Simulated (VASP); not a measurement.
Write the native input for VASP 6.6.1 that does the following.

| Item | Value |
| --- | --- |
| Task | single point |
| Functional | r2SCAN |
| Potentials or basis | VASP PAW PBE potentials, release 64 (Zn, S) |
| Cutoff | 520 eV |
| k mesh | 6 × 6 × 4 |
| Occupations | gaussian, width 0.01 eV |
| Spin | no spin polarisation |
| Dipole correction | no |
| Further INCAR settings | ALGO = Normal; EDIFF = 1e-06; NBANDS = 26 |

The system is ZnS.

```xyz
4
Lattice="3.8413 0.0000 0.0000 -1.9206 3.3266 0.0000 0.0000 0.0000 6.2968" Properties=species:S:1:pos:R:3 pbc="T T T"
Zn    0.0000    2.2178    0.0330
Zn    1.9206    1.1089    3.1814
S     0.0000    2.2178    2.3912
S     1.9206    1.1089    5.5396
```

The input as run:

POSCAR

```
ZnS
1.0
    3.8412742631      0.0000000000      0.0000000000
   -1.9206371316      3.3266410948      0.0000000000
    0.0000000000      0.0000000000      6.2967721294
Zn S
2 2
Direct
    0.3333333333      0.6666666667      0.0052485149
    0.6666666667      0.3333333333      0.5052485149
    0.3333333333      0.6666666667      0.3797514851
    0.6666666667      0.3333333333      0.8797514851
```

INCAR.step1

```
PREC = Accurate ; ENCUT = 520
ISMEAR = 0 ; SIGMA = 0.01
LREAL = False ; LASPH = True
NELM = 100 ; NBANDS = 26
GGA = PE ; ALGO = Normal
EDIFF = 1E-4 ; LWAVE = True
LCHARG = False
```

INCAR.step2

```
PREC = Accurate ; ENCUT = 520
EDIFF = 1E-6 ; ISMEAR = 0
SIGMA = 0.01 ; LREAL = False
LASPH = True ; NELM = 100
ALGO = Normal ; ISIF = 2
LWAVE = False ; LCHARG = True
METAGGA = R2SCAN ; LMIXTAU = True
LELF = True ; LVHAR = True
NBANDS = 26 ; ISTART = 1
```

KPOINTS

```
Automatic mesh
0
Gamma
  6 6 4
```

Potentials or basis: VASP PAW PBE potentials, release 64 (Zn, S).

The run is started by

```bash
$ cat potpaw_PBE.64/Zn/POTCAR potpaw_PBE.64/S/POTCAR > POTCAR
$ cp INCAR.step1 INCAR
$ mpirun -np 1 vasp_std > vasp.out
$ cp INCAR.step2 INCAR
$ mpirun -np 1 vasp_std > vasp.out
```

Results of the run:

| Item | Value |
| --- | --- |
| Pressure | -1.9 GPa |
| Largest force | 0.013 eV/Å |
| Band gap on the k mesh | 2.66 eV, direct |

Caveat: the PAW data sets were made with another functional, which shifts forces and pressure a little.

Wall time 2.2 min on 1 thread of Intel(R) Xeon(R) Platinum 8488C (Sapphire Rapids), with other jobs on the host, peak memory 0.22 GiB.
